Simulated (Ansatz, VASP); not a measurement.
**TiAl3 in VASP and in Ansatz**

```
Ti Al
1.0
    -3.91052    0.00000    0.00000
     0.00000    3.91052    3.91052
     0.00000    3.91052   -3.91052
Ti Al
2 6
Direct
  0.00000 0.49330 0.49330
  0.00000 0.00670 0.00670
  0.50000 0.73159 0.76841
  0.50000 0.26841 0.23159
  0.50000 0.73159 0.23159
  0.50000 0.26841 0.76841
  0.00000 0.50451 0.99549
  0.00000 0.99549 0.50451
```

Change from the starting cell: mode 4 frozen in at -0.052 Å and mode 18 at -0.144 Å (largest displacements).

Alike in both runs: task single point; functional LDA; k mesh 10 × 8 × 8; occupations gaussian, width 0.15 eV; no spin polarisation.

```csv
,VASP,Ansatz
version,VASP 6.6.1,Ansatz 0.2.0
potentials or method,"VASP PAW LDA potentials, release 64 (Ti_sv, Al), cutoff 520 eV","scalar-relativistic, plane waves, PAW"
valence electrons in the cell,42,42
```

```csv
,VASP,Ansatz,Ansatz less VASP
gap on the k mesh at the Fermi level (eV),none,none,-
pressure (GPa),1.8,1.6,-0.20
"traceless stress, the component that is largest in VASP (GPa)",-0.90,-0.89,+0.006
rms of the force components (eV/Å),0.578,0.573,-0.0050
```

Ansatz warns that its potentials were made for another functional, while VASP's fit it. LDA's correlation is that of Perdew and Zunger in VASP and of Perdew and Wang (1992) in Ansatz. Atom by atom the forces differ by 0.005 eV/Å (rms over components). A gap of «none» marks a metal or a gap that the smearing closes.
